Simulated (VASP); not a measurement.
Set up this calculation in VASP 6.6.1, as the native input.

```yaml
Task: single point
Functional: PBE
Potentials_or_basis: VASP PAW PBE potentials, release 64 (Hf_pv, Ta_pv, F)
Cutoff: 520 eV
k_mesh: 6 × 6 × 2
Occupations: gaussian, width 0.1 eV
Spin: no spin polarisation
Dipole_correction: no
Further_INCAR_settings: ALGO = Normal; EDIFF = 1e-06; NBANDS = 38
```

The structure of Hf3Ta2F lies in POSCAR:

```
Hf3Ta2F
1.0
    3.4709215900      0.0000000000      0.0000000000
   -1.7354607900      3.0059062700      0.0000000000
    0.0000000000      0.0000000000      8.9054055200
Hf Ta F
3 2 1
Direct
    0.3333333300      0.6666666700      0.2081069900
    0.0000000000      0.0000000000      0.5000000000
    0.6666666700      0.3333333300      0.7918930100
    0.3333333300      0.6666666700      0.6618250000
    0.6666666700      0.3333333300      0.3381750000
    0.0000000000      0.0000000000      0.0000000000
```

One way to write it, as run:

INCAR

```
PREC     = Accurate       # precision mode
ENCUT    = 520            # plane-wave cutoff, eV
EDIFF    = 1E-6           # SCF threshold, eV
ISMEAR   = 0              # smearing method
SIGMA    = 0.1            # smearing width, eV
LREAL    = False          # projectors in reciprocal space
LASPH    = True           # aspherical terms in the spheres
NELM     = 100            # most SCF steps
ALGO     = Normal         # electronic algorithm
ISIF     = 2              # what is computed and relaxed
LWAVE    = False          # write WAVECAR
LCHARG   = False          # write CHGCAR
GGA      = PE             # functional
NBANDS   = 38             # bands
```

KPOINTS

```
regular mesh
0
Gamma
  6 6 2
```

Potentials or basis: VASP PAW PBE potentials, release 64 (Hf_pv, Ta_pv, F).

Run with:

```console
$ cat potpaw_PBE.64/Hf_pv/POTCAR potpaw_PBE.64/Ta_pv/POTCAR potpaw_PBE.64/F/POTCAR > POTCAR
$ mpirun -np 1 vasp_std > vasp.out
```

It gave:

| Item | Value |
| --- | --- |
| Pressure | 72.8 GPa |
| Largest force | 9.451 eV/Å |

Caveat: an odd number of electrons without spin polarisation forces a metal; a magnetic or distorted state may lie lower.

It took 110 s on 1 thread of AMD EPYC 7R13 Processor (Zen 3), on a shared host, peak memory 0.2 GiB.
